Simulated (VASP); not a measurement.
**Sb2I3: single point with PBE**

The system is Sb2I3.

```
CELL_PARAMETERS angstrom
5.02071 0.00000 0.00000
-2.51036 4.34807 0.00000
0.00000 0.00000 9.58045
ATOMIC_POSITIONS crystal
Sb 0.33333 0.66667 0.15495
Sb 0.66667 0.33333 0.84505
I 0.00000 0.00000 0.00000
I 0.33333 0.66667 0.69984
I 0.66667 0.33333 0.30016
```

```
Program             : VASP 6.6.1
Task                : single point
Functional          : PBE
Potentials or basis : VASP PAW PBE potentials, release 64 (Sb, I)
Cutoff              : 520 eV
k mesh              : 12 × 12 × 4
Occupations         : gaussian, width 0.1 eV
Spin                : no spin polarisation
```

```json
{
  "Pressure": "-0.1 GPa",
  "Largest force": "0.015 eV/Å"
}
```

Forces in eV/Å, atoms in the order of the input:
```
Sb   0.000  0.000  0.005
Sb   0.000  0.000 -0.005
I    0.000  0.000  0.000
I    0.000  0.000  0.015
I    0.000  0.000 -0.015
```

Levels at points of the mesh, in eV from the Fermi level:
```tsv
k point	band 13	band 14	band 15	band 16	band 17	band 18
(0.00, 0.00, 0.00)	-2.92	-2.22	-1.60	-0.88	-0.88	-0.02
(0.50, 0.00, 0.00)	-2.68	-2.13	-0.40	0.58	0.79	1.33
(0.00, 0.00, 0.50)	-2.61	-2.25	-1.67	-0.88	-0.88	-0.10
(0.50, 0.00, 0.50)	-2.81	-2.00	-0.56	0.47	0.79	1.30
```

Wall time 8.6 min on 1 thread of AMD EPYC 7R13, with other jobs on the host, peak memory 0.49 GiB.

Caveat: spin-orbit coupling is left out, which moves the levels of the heavy elements; this functional lacks dispersion, which binds the layers, so the pressure and a relaxed spacing across them are unreliable; an odd number of electrons without spin polarisation forces a metal; a magnetic or distorted state may lie lower.
